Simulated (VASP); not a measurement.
Write the native input for VASP 6.6.1 that does the following.

| Quantity | Value |
| --- | --- |
| Task | relaxation of cell and atoms |
| Functional | PBE |
| Potentials or basis | VASP PAW PBE potentials, release 64 (Cd, Ag, F) |
| Cutoff | 600 eV |
| k mesh | 4 × 4 × 4 |
| Occupations | gaussian, width 0.1 eV |
| Spin | collinear spin |
| Starting moments | [0.0, 1.0, 0.0, 0.0, 0.0, 0.0] μB |
| Dipole correction | no |
| Further INCAR settings | ALGO = Normal; EDIFF = 1e-07; IBRION = 2; EDIFFG = -0.04; NSW = 90; ISIF = 3 |

The structure of CdAgF4 lies in POSCAR:

```
CdAgF4
1.0
    3.7456028300      0.0000000000      0.0000000000
    0.0000000000      3.7456028300      0.0000000000
    0.0000000000      0.0000000000      5.2970823200
Cd Ag F
1 1 4
Direct
    0.0000000000      0.0000000000      0.0000000000
    0.5000000000      0.5000000000      0.5000000000
    0.5000000000      0.0000000000      0.2500000000
    0.0000000000      0.5000000000      0.7500000000
    0.5000000000      0.0000000000      0.7500000000
    0.0000000000      0.5000000000      0.2500000000
```

These files were run (other wordings do the same):

INCAR

```
PREC     = Accurate       # precision mode
ENCUT    = 600            # plane-wave cutoff, eV
EDIFF    = 1E-7           # SCF threshold, eV
ISMEAR   = 0              # smearing method
SIGMA    = 0.1            # smearing width, eV
LREAL    = F              # projectors in reciprocal space
LASPH    = T              # aspherical terms in the spheres
NELM     = 150            # most SCF steps
ALGO     = Normal         # electronic algorithm
ISIF     = 3              # what is computed and relaxed
LWAVE    = F              # write WAVECAR
LCHARG   = F              # write CHGCAR
ISPIN    = 2              # spin polarisation
MAGMOM   = 0 1 0 0 0 0    # initial moments
LORBIT   = 11             # projections on sites
LMAXMIX  = 4              # l up to which the mixer works
GGA      = PE             # functional
IBRION   = 2              # ionic algorithm
NSW      = 90             # ionic steps
EDIFFG   = -0.04          # ionic threshold
```

KPOINTS

```
regular mesh
0
Gamma
  4 4 4
```

Potentials or basis: VASP PAW PBE potentials, release 64 (Cd, Ag, F).

Command:

```sh
$ cat potpaw_PBE.64/Cd/POTCAR potpaw_PBE.64/Ag/POTCAR potpaw_PBE.64/F/POTCAR > POTCAR
$ mpirun -np 1 vasp_std > vasp.out
```

It gave:

- Relaxed volume: 13.72 Å³/atom
- Relaxed cell: a = 3.880 Å, b = 3.880 Å, c = 5.470 Å, α = 90.00°, β = 90.00°, γ = 90.00°
- Space group after relaxing (to 0.1 Å): P4/mmm (No. 123)
- Energy gained by relaxing: 44.3 meV/atom
- Ionic steps: 3
- Pressure after relaxing: 0.0 GPa
- Largest force after relaxing: 0.023 eV/Å
- Band gap on the k mesh: zero (filled and empty bands overlap)
- Net moment: 1.00 μB per cell
- Site moments: Cd -0.00; Ag +0.54; F +0.11 μB
- Valence electrons inside the program's atomic spheres: Cd 10.07; Ag 9.42; F 6.04

Caveat: the k points lie up to 0.40 Å⁻¹ apart in the final cell.

Wall time 4.1 min on 1 thread of Intel Xeon 8259CL, on a shared host, peak memory 0.27 GiB.
